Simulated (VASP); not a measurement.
A run of VASP 6.6.1 is set up as follows.

INCAR

```
SYSTEM = In4Sb3As
  PREC = Accurate
  ENCUT = 600
  EDIFF = 1E-6
  ISMEAR = 0
  SIGMA = 0.1
  LREAL = .False.
  LASPH = .True.
  NELM = 60
  ALGO = Normal
  ISIF = 3
  LWAVE = .False.
  LCHARG = .False.
  GGA = PE
  IBRION = 2
  NSW = 90
  EDIFFG = -0.04
```

Contents of KPOINTS:

```
Automatic mesh
0
Gamma
  4 4 2
  0 0 0
```

POSCAR

```
In4Sb3As
1.0
    4.2438686800      0.0000000000      0.0000000000
    0.0000000000      4.2438686800      0.0000000000
    0.0000000000      0.0000000000     12.0034732800
In Sb As
4 3 1
Direct
    0.5000000000      0.0000000000      0.8750000000
    0.0000000000      0.5000000000      0.1250000000
    0.5000000000      0.0000000000      0.3750000000
    0.0000000000      0.5000000000      0.6250000000
    0.0000000000      0.0000000000      0.7500000000
    0.5000000000      0.5000000000      0.0000000000
    0.0000000000      0.0000000000      0.2500000000
    0.5000000000      0.5000000000      0.5000000000
```

Potentials or basis: VASP PAW PBE potentials, release 64 (In_d, Sb, As).

Launch:

```console
$ cat potpaw_PBE.64/In_d/POTCAR potpaw_PBE.64/Sb/POTCAR potpaw_PBE.64/As/POTCAR > POTCAR
$ mpirun -np 1 vasp_std > vasp.out
```

Question: What does it give for the band gap on the k mesh?

Answer: 0.06 eV.

Question: What does it give for the space group after relaxing (to 0.1 Å)?

Answer: P-4m2 (No. 115).

Question: Estimate the relaxed volume.

Answer: 34.94 Å³/atom.

Final structure:
```
In Sb As
1.0
     4.66259    0.00000    0.00000
     0.00000    4.66259    0.00000
     0.00000    0.00000   12.85597
In Sb As
4 3 1
Cartesian
  2.3313 0.0000 11.1929
  4.6626 2.3313 1.6631
  2.3313 4.6626 4.9799
  0.0000 2.3313 7.8760
  0.0000 0.0000 9.5350
  2.3313 2.3313 12.8560
  0.0000 0.0000 3.3209
  2.3313 2.3313 6.4280
```

Caveat: the volume moved by over 15 % at a fixed basis, so the end points are rough; semilocal functionals underestimate gaps, and a narrow one can read as zero; spin-orbit coupling is left out, which moves the levels of the heavy elements. A k mesh can miss the band edges.
